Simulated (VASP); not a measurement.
A run of VASP 6.6.1 is set up as follows.

INCAR

```
  PREC = Accurate
  ENCUT = 520
  EDIFF = 1E-6
  ISMEAR = 0
  SIGMA = 0.1
  LREAL = False
  LASPH = True
  NELM = 150
  ALGO = Normal
  ISIF = 2
  LWAVE = False
  LCHARG = False
  ISPIN = 2
  MAGMOM = 0 -0.3 -0.3 -0.3
  LORBIT = 11
  LMAXMIX = 4
  GGA = PE
  NBANDS = 28
```

The input KPOINTS:

```
regular mesh
0
Gamma
  14 14 14
```

File POSCAR:

```
AlNi3
1.0
    3.4563740546      0.0000000000      0.0000000000
    0.0000000000      3.4563740546      0.0000000000
    0.0000000000      0.0000000000      3.4563740546
Al Ni
1 3
Direct
    0.0000000000      0.0000000000      0.0000000000
    0.0000000000      0.5000000000      0.5000000000
    0.5000000000      0.0000000000      0.5000000000
    0.5000000000      0.5000000000      0.0000000000
```

Potentials or basis: VASP PAW PBE potentials, release 64 (Al, Ni).

Command:

```sh
$ cat potpaw_PBE.64/Al/POTCAR potpaw_PBE.64/Ni/POTCAR > POTCAR
$ mpirun -np 1 vasp_std > vasp.out
```

Task: Predict the site moments.

Result: Al +0.01; Ni -0.23 μB.

Task: Predict the pressure.

Result: 21.1 GPa.

Caveat: the cell stands under pressure.
